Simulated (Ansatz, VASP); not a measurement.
# Two plane-wave programs on CaO

INCAR

```
SYSTEM = CaO
PREC     = Accurate       ! precision mode
ENCUT    = 1340           ! plane-wave cutoff, eV
EDIFF    = 1E-6           ! SCF threshold, eV
ISMEAR   = 0              ! smearing method
SIGMA    = 0.02           ! smearing width, eV
LREAL    = .False.        ! projectors in reciprocal space
LASPH    = .True.         ! aspherical terms in the spheres
NELM     = 120            ! most SCF steps
ALGO     = Normal         ! electronic algorithm
ISIF     = 2              ! what is computed and relaxed
LWAVE    = .False.        ! write WAVECAR
LCHARG   = .False.        ! write CHGCAR
GGA      = CA             ! functional
NBANDS   = 15             ! bands
GGA_COMPAT= .False.
```

The input KPOINTS:

```
regular mesh
0
Gamma
  8 8 8
  0 0 0
```

Contents of POSCAR:

```
CaO
1.0
    0.0000000000      2.2808837452      2.2808837452
    2.2808837452      0.0000000000      2.2808837452
    2.2808837452      2.2808837452      0.0000000000
Ca O
1 1
Direct
    0.0000000000      0.0000000000      0.0000000000
    0.5000000000      0.5000000000      0.5000000000
```

Input for Ansatz:

```yaml
crystal:
  lattice:
    - [0.0, 2.2808837452, 2.2808837452]
    - [2.2808837452, 0.0, 2.2808837452]
    - [2.2808837452, 2.2808837452, 0.0]
  atoms:
    - { symbol: Ca, position: [0.0, 0.0, 0.0] }
    - { symbol: O, position: [0.5, 0.5, 0.5] }
basis:
  ecutwfc: 420
kpoints:
  mp_grid: { grid: [8, 8, 8] }
hamiltonian:
  xc: lda
  pseudopotentials: { kind: paw, azcp: { folder: soft_1 } }
scf:
  occupations: { method: gaussian, width: 0.02 }
output:
  forces: true
  stress: true
  eigenvalues: true
```

Alike in both runs: task single point; functional LDA; k mesh 8 × 8 × 8; occupations gaussian, width 0.02 eV; no spin polarisation.

```csv
,VASP,Ansatz
version,VASP 6.6.1,Ansatz 0.2.0
potentials or method,"VASP PAW LDA potentials, release 64 (Ca_sv, O_h), cutoff 1340 eV","scalar-relativistic, plane waves, PAW"
valence electrons in the cell,16,16
```

Ansatz gave:

* gap on the k mesh at the Fermi level (eV): 3.35
* least direct gap on the mesh (eV): 3.67
* pressure (GPa): 14.9

Task: Estimate VASP's values.

Result: gap on the k mesh at the Fermi level (eV): 3.32; least direct gap on the mesh (eV): 3.63; pressure (GPa): 16.3.

Ansatz warns that its potentials were made for another functional, while VASP's fit it. LDA's correlation is that of Perdew and Zunger in VASP and of Perdew and Wang (1992) in Ansatz.
